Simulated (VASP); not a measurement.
# Si2C (Immm) in VASP: relaxation of cell and atoms with PBE

Aim: the relaxation of cell and atoms of Si2C with PBE.

All numbers are computed with VASP 6.6.1; they aren't measurements. Logs are shortened: lines on timing, memory, paths and dates and some standing lists are left out, and cuts for length are marked.

## (1) The cell of the first run

Symmetry: Immm, No. 71, orthorhombic system. The conventional cell has a = 3.856 Å, b = 5.763 Å, c = 8.993 Å, α = 90.00°, β = 90.00°, γ = 90.00°. Si (site symmetry m) has 1 C at 1.90 Å and 3 Si at 2.35 to 2.38 Å within 2.5 Å. C (site symmetry m2m) has 1 C at 1.38 Å within 1.8 Å.

## (2) Relaxation of cell and atoms, PBE

INCAR reads:

```
PREC = Accurate
ENCUT = 600
EDIFF = 1E-7
ISMEAR = 0
SIGMA = 0.01
LREAL = False
LASPH = True
NELM = 120
ALGO = Normal
ISIF = 3
LWAVE = False
LCHARG = False
GGA = PE
IBRION = 2
NSW = 100
EDIFFG = -0.01
GGA_COMPAT = False
NELMIN = 4
KPAR = 4
```

KPOINTS reads:

```
regular mesh
0
Gamma
  12 12 12
```

POSCAR reads:

```
Si2C
1.0
   -1.9280852418      2.8814669428      4.4962646328
    1.9280852418     -2.8814669428      4.4962646328
    1.9280852418      2.8814669428     -4.4962646328
Si C
4 2
Direct
    0.6179202903      0.3219066489      0.2960136414
    0.9741069925      0.6780933511      0.2960136414
    0.3820797097      0.6780933511      0.7039863586
    0.0258930075      0.3219066489      0.7039863586
    0.3805914971      0.5000000000      0.8805914971
    0.6194085029      0.5000000000      0.1194085029
```

Potentials or basis: VASP PAW PBE potentials, release 64 (Si, C).

On the command line:

```sh
$ cat potpaw_PBE.64/Si/POTCAR potpaw_PBE.64/C/POTCAR > POTCAR
$ mpirun -np 4 vasp_std > vasp.out
```

OUTCAR:

```text
PREC = Accurate
   ENCUT = 600
   EDIFF = 1E-7
   ISMEAR = 0
   LREAL = False
   LASPH = True
   NELM = 120
   ISIF = 3
   GGA = PE
   IBRION = 2
   NSW = 100
   EDIFFG = -0.01
   NELMIN = 4

 ion  position               nearest neighbor table
   1  0.618  0.322  0.296-   6 1.90   4 2.35   3 2.38   3 2.38
   2  0.974  0.678  0.296-   6 1.90   3 2.35   4 2.38   4 2.38
   3  0.382  0.678  0.704-   5 1.90   2 2.35   1 2.38   1 2.38
   4  0.026  0.322  0.704-   5 1.90   1 2.35   2 2.38   2 2.38
   5  0.381  0.500  0.881-   6 1.38   4 1.90   3 1.90
   6  0.619  0.500  0.119-   5 1.38   2 1.90   1 1.90

  LATTYP: Found a body centered orthorhombic cell.
 ALAT       =     3.8561704836
 B/A-ratio  =     1.4944707217
 C/A-ratio  =     2.3319843622

  Lattice vectors:

 A1 = (  -1.9280852418,   2.8814669428,   4.4962646328)
 A2 = (   1.9280852418,  -2.8814669428,   4.4962646328)
 A3 = (   1.9280852418,   2.8814669428,  -4.4962646328)

Analysis of symmetry for initial positions (statically):
=====================================================================
 Subroutine PRICEL returns:
 Original cell was already a primitive cell.

 Routine SETGRP: Setting up the symmetry group for a
 body centered orthorhombic supercell.

 Subroutine GETGRP returns: Found  8 space group operations
 (whereof  8 operations were pure point group operations)
 out of a pool of  8 trial point group operations.

The static configuration has the point symmetry D_2h.

Analysis of symmetry for dynamics (positions and initial velocities):
=====================================================================
 Subroutine PRICEL returns:
 Original cell was already a primitive cell.

 Routine SETGRP: Setting up the symmetry group for a
 body centered orthorhombic supercell.

 Subroutine GETGRP returns: Found  8 space group operations
 (whereof  8 operations were pure point group operations)
 out of a pool of  8 trial point group operations.

The dynamic configuration has the point symmetry D_2h.

 Subroutine INISYM returns: Found  8 space group operations
 (whereof  8 operations are pure point group operations),
 and found     1 'primitive' translations

----------------------------------------------------------------------------------------

                                     Primitive cell

  volume of cell :      99.9198

  direct lattice vectors                    reciprocal lattice vectors
    -1.928085242  2.881466943  4.496264633     0.000000000  0.173522726  0.111203419
     1.928085242 -2.881466943  4.496264633     0.259324634  0.000000000  0.111203419
     1.928085242  2.881466943 -4.496264633     0.259324634  0.173522726  0.000000000

  length of vectors
     5.677742517  5.677742517  5.677742517     0.206097882  0.282162128  0.312024682

  position of ions in fractional coordinates (direct lattice)
     0.617920290  0.321906649  0.296013641
     0.974106992  0.678093351  0.296013641
     0.382079710  0.678093351  0.703986359
     0.025893008  0.321906649  0.703986359
     0.380591497  0.500000000  0.880591497
     0.619408503  0.500000000  0.119408503

  ion indices of the primitive-cell ions
   primitive index   ion index
                 1           1
                 2           2
                 3           3
                 4           4
                 5           5
                 6           6

----------------------------------------------------------------------------------------

 KPOINTS: regular mesh

Automatic generation of k-mesh.
 Grid dimensions read from file:
 generate k-points for:   12   12   12

 Generating k-lattice:

  Cartesian coordinates                     Fractional coordinates (reciprocal lattice)
     0.000000000  0.014460227  0.009266952     0.083333333 -0.000000000  0.000000000
     0.021610386  0.000000000  0.009266952    -0.000000000  0.083333333  0.000000000
     0.021610386  0.014460227  0.000000000     0.000000000  0.000000000  0.083333333

  Length of vectors
     0.017174824  0.023513511  0.026002057

  Shift w.r.t. Gamma in fractional coordinates (k-lattice)
     0.000000000  0.000000000  0.000000000

 Subroutine IBZKPT returns following result:
 ===========================================

 Found    280 irreducible k-points:

 Following reciprocal coordinates:
            Coordinates               Weight
  0.000000  0.000000  0.000000      1.000000
  0.083333 -0.000000  0.000000      4.000000
  0.166667  0.000000  0.000000      4.000000
  0.250000  0.000000  0.000000      4.000000
  0.333333  0.000000  0.000000      4.000000
  0.416667  0.000000 -0.000000      4.000000
[... 16 lines left out ...]
  0.250000  0.166667  0.000000      8.000000
  0.333333  0.166667  0.000000      8.000000
 [... further k-points ...]
   k-points           NKPTS =    280   k-points in BZ     NKDIM =    280   number of bands    NBANDS=     16
   number of dos      NEDOS =    301   number of ions     NIONS =      6
   total plane-waves  NPLWV = 110592
   dimension x,y,z NGX =    48 NGY =   48 NGZ =   48
   dimension x,y,z NGXF=    96 NGYF=   96 NGZF=   96
   ions per type =               4   2
   NGX,Y,Z   is equivalent  to a cutoff of  14.05, 14.05, 14.05 a.u.
   NGXF,Y,Z  is equivalent  to a cutoff of  28.11, 28.11, 28.11 a.u.
 SYSTEM =  unknown system
   PREC   = accura    normal or accurate (medium, high low for compatibility)
   ISTART =      0    job   : 0-new  1-cont  2-samecut
   ICHARG =      2    charge: 1-file 2-atom 10-const
   ISPIN  =      1    spin polarized calculation?
   LNONCOLLINEAR =      F non collinear calculations
   LSORBIT =      F    spin-orbit coupling
   LASPH  =      T    aspherical Exc in radial PAW
   ENCUT  =  600.0 eV  44.10 Ry    6.64 a.u.  11.34 11.34 11.34*2*pi/ulx,y,z
   NELM   =    120;   NELMIN=  4; NELMDL= -5     # of ELM steps
   EDIFF  = 0.1E-06   stopping-criterion for ELM
   LREAL  =      F    real-space projection
   EDIFFG = -.1E-01   stopping-criterion for IOM
   NSW    =    100    number of steps for IOM
   IBRION =      2    ionic relax: 0-MD 1-quasi-New 2-CG
   NFREE  =      1    steps in history (QN), initial steepest desc. (CG)
   ISIF   =      3    stress and relaxation
   ISYM   =      2    0-nonsym 1-usesym 2-fastsym
   POTIM  = 0.5000    time-step for ionic-motion
   TEBEG  =    0.0;   TEEND  =   0.0 temperature during run
   PSTRESS=    0.0 pullay stress
   NELECT =      24.0000    total number of electrons
   NUPDOWN=      -1.0000    fix difference up-down
   EMIN   =  10.00;   EMAX   =-10.00  energy-range for DOS
   EFERMI =   0.00;   METHOD = LEGACY
   ISMEAR =     0;   SIGMA  =   0.01  broadening in eV -4-tet -1-fermi 0-gaus
   EFERMI_NEDOS =   21; number of points for ismear=-14 and -15
   IALGO  =     38    algorithm
   IMIX   =      4    mixing-type and parameters
     AMIX     =   0.40;   BMIX     =  1.00
     AMIX_MAG =   1.60;   BMIX_MAG =  1.00
  volume/ion in A,a.u.               =      16.65       112.38
  Fermi-wavevector in a.u.,A,eV,Ry     =   1.017641  1.923063 14.090106  1.035594
  Thomas-Fermi vector in A             =   2.151054
   LORBIT       =      0    0 simple, 1 ext, 2 COOP (PROOUT), +10 PAW based schemes
   GGA     = PE    functional components
   LHFCALC =     F    Hartree Fock is set to
   AEXX    =    0.0000 exact exchange contribution
   IVDW    =     0    specifies the selected vdW correction
   LEPSILON=     F    determine dielectric tensor
   LRPA    =     F    only Hartree local field effects (RPA)
 conjugate gradient relaxation of ions
 non-spin polarized calculation
 Gauss-broadening in eV      SIGMA  =   0.01
  energy-cutoff  :      600.00
  volume of cell :       99.92
 maximum number of plane-waves:      3361
 NGX is ok and might be reduce to    48
   NGX = 23   NGY = 23   NGZ = 23

--------------------------------------- Ionic step        1  -------------------------------------------

 number of electron      24.0000000 magnetization

 Free energy of the ion-electron system (eV)
  ---------------------------------------------------
  ext. energy  EPLUGINS =         0.00000000
  ---------------------------------------------------
  free energy    TOTEN  =       -38.37217777 eV

  energy without entropy =      -38.37217777  energy(sigma->0) =      -38.37217777

------------------------ aborting loop because EDIFF is reached ----------------------------------------

  FORCE on cell =-STRESS in cart. coord.  units (eV):
  Direction    XX          YY          ZZ          XY          YZ          ZX
  --------------------------------------------------------------------------------------
  -------------------------------------------------------------------------------------
  Total       -0.2973535      0.0709237      0.0673678      0.0000000      0.0000000      0.0000000
  in kB       -4.7679526      1.1372345      1.0802172      0.0000000      0.0000000      0.0000000
  external PRESSURE =      -0.8501669 kB  Pullay stress =       0.0000000 kB

 VOLUME and BASIS-vectors are now :
 -----------------------------------------------------------------------------
  energy-cutoff  :      600.00
  volume of cell :       99.92
      direct lattice vectors                 reciprocal lattice vectors
    -1.928085242  2.881466943  4.496264633     0.000000000  0.173522726  0.111203419
     1.928085242 -2.881466943  4.496264633     0.259324634  0.000000000  0.111203419
     1.928085242  2.881466943 -4.496264633     0.259324634  0.173522726  0.000000000
[... 161 lines left out ...]
 POSITION                                       TOTAL-FORCE (eV/Angst)
 -----------------------------------------------------------------------------------
     -0.00000      1.70677      2.89414         0.000000     -0.001995      0.012174
      0.00000      1.70677      6.10176        -0.000000     -0.001995     -0.012174
      1.92410      1.17511      1.60381        -0.000000      0.001995     -0.012174
      1.92410      1.17511     -1.60381         0.000000      0.001995      0.012174
      1.92410      2.19344     -0.00000         0.000000     -0.012761     -0.000000
      0.00000      0.68843      4.49795        -0.000000      0.012761      0.000000
 -----------------------------------------------------------------------------------
    total drift:                                0.000000      0.000000     -0.000000

  FREE ENERGIE OF THE ION-ELECTRON SYSTEM (eV)
  ---------------------------------------------------
  free  energy   TOTEN  =       -38.3726869030 eV

  energy  without entropy=      -38.3726869030  energy(sigma->0) =      -38.37268690

--------------------------------------- Ionic step        6  -------------------------------------------

 number of electron      24.0000000 magnetization

 Free energy of the ion-electron system (eV)
  ---------------------------------------------------
  ext. energy  EPLUGINS =         0.00000000
  ---------------------------------------------------
  free energy    TOTEN  =       -38.37271299 eV

  energy without entropy =      -38.37271299  energy(sigma->0) =      -38.37271299

 E-fermi :   5.4251     XC(G=0):  -9.4110

 val. band max:        5.3928330043   @ k =   0.5000   0.5000   0.5000
 cond. band min:       5.4583359991   @ k =   0.5000   0.5000  -0.0000
 fundamental gap:      0.0655029947
 Fermi energy:         5.4250824433

 k-point     1 :       0.0000    0.0000    0.0000
  band No.  band energies     occupation
      1      -9.6146      2.00000
      2      -4.9963      2.00000
      3      -4.3259      2.00000
      4      -2.7705      2.00000
      5      -2.0244      2.00000
      6      -0.5996      2.00000
[... 8 lines left out ...]
     15       8.6096      0.00000
     16       8.9841      0.00000
[... 419 lines left out ...]
 k-point    24 :       0.3333    0.1667    0.0000
  band No.  band energies     occupation
      1      -9.3528      2.00000
      2      -5.7988      2.00000
      3      -4.3456      2.00000
      4      -2.8374      2.00000
      5      -1.4113      2.00000
      6       0.3230      2.00000
[... 8 lines left out ...]
     15       8.5833      0.00000
     16       8.6593      0.00000

 [... further k-points ...]

------------------------ aborting loop because EDIFF is reached ----------------------------------------

  FORCE on cell =-STRESS in cart. coord.  units (eV):
  Direction    XX          YY          ZZ          XY          YZ          ZX
  --------------------------------------------------------------------------------------
  -------------------------------------------------------------------------------------
  Total       -0.0020551      0.0250939      0.0362827      0.0000000      0.0000000      0.0000000
  in kB       -0.0330287      0.4033063      0.5831324      0.0000000      0.0000000      0.0000000
  external PRESSURE =       0.3178033 kB  Pullay stress =       0.0000000 kB

 VOLUME and BASIS-vectors are now :
 -----------------------------------------------------------------------------
  energy-cutoff  :      600.00
  volume of cell :       99.69
      direct lattice vectors                 reciprocal lattice vectors
    -1.923189504  2.881370282  4.497404602     0.000000000  0.173528548  0.111175232
     1.923189504 -2.881370282  4.497404602     0.259984780  0.000000000  0.111175232
     1.923189504  2.881370282 -4.497404602     0.259984780  0.173528548  0.000000000

 POSITION                                       TOTAL-FORCE (eV/Angst)
 -----------------------------------------------------------------------------------
      0.00000      1.70645      2.89419         0.000000      0.002274      0.005358
      0.00000      1.70645      6.10062        -0.000000      0.002274     -0.005358
      1.92319      1.17492      1.60321        -0.000000     -0.002274     -0.005358
      1.92319      1.17492     -1.60321         0.000000     -0.002274      0.005358
      1.92319      2.19282     -0.00000         0.000000      0.002397      0.000000
      0.00000      0.68855      4.49740        -0.000000     -0.002397      0.000000
 -----------------------------------------------------------------------------------
    total drift:                               -0.000000     -0.000000      0.000000

  FREE ENERGIE OF THE ION-ELECTRON SYSTEM (eV)
  ---------------------------------------------------
  free  energy   TOTEN  =       -38.3727129911 eV

  energy  without entropy=      -38.3727129909  energy(sigma->0) =      -38.37271299

 reached required accuracy - stopping structural energy minimisation
```

Run time: 20 min. Hardware: 4 MPI ranks of Oxide Virtual Turin-like, shared host; peak memory 0.66 GiB.

Results:

| Property | Result |
| --- | --- |
| Free energy | -38.3727 eV |
| Relaxed volume | 16.61 Å³/atom |
| Relaxed cell | a = 5.677 Å, b = 5.677 Å, c = 5.677 Å, α = 140.40°, β = 119.00°, γ = 75.21° |
| Space group after relaxing (to 0.1 Å) | Immm (No. 71) |
| Energy gained by relaxing | 0.1 meV/atom |
| Ionic steps | 6 |
| Pressure after relaxing | 0.0 GPa |
| Largest force after relaxing | 0.006 eV/Å |
| Band gap on the k mesh | 0.07 eV (least direct gap 0.47 eV) |

Forces on the atoms (eV/Å):
```
Si   0.000  0.002  0.005
Si   0.000  0.002 -0.005
Si   0.000 -0.002 -0.005
Si   0.000 -0.002  0.005
C    0.000  0.002  0.000
C    0.000 -0.002  0.000
```

The path:
```
step  energy change (eV)  largest force (eV/Å)  pressure (GPa)  volume (Å³)
   1              0.0000                0.0492           -0.09        99.92
   2             -0.0003                0.0799           -0.15        99.79
   3             -0.0004                0.0477           -0.13        99.83
   4             -0.0002                0.1466            0.16        99.62
   5             -0.0005                0.0128           -0.04        99.76
   6             -0.0005                0.0058            0.03        99.69
```

Final structure:
```cif
data_structure
_symmetry_space_group_name_H-M 'P 1'
_symmetry_Int_Tables_number 1
_cell_length_a 5.6769
_cell_length_b 5.6769
_cell_length_c 5.6769
_cell_angle_alpha 140.396
_cell_angle_beta 118.997
_cell_angle_gamma 75.212
_cell_volume 99.69
loop_
_atom_site_label
_atom_site_type_symbol
_atom_site_fract_x
_atom_site_fract_y
_atom_site_fract_z
_atom_site_occupancy
Si1 Si 0.61788 0.32176 0.29612 1
Si2 Si 0.97436 0.67824 0.29612 1
Si3 Si 0.38212 0.67824 0.70388 1
Si4 Si 0.02565 0.32176 0.70388 1
C1 C 0.38052 0.50000 0.88052 1
C2 C 0.61948 0.50000 0.11948 1
```
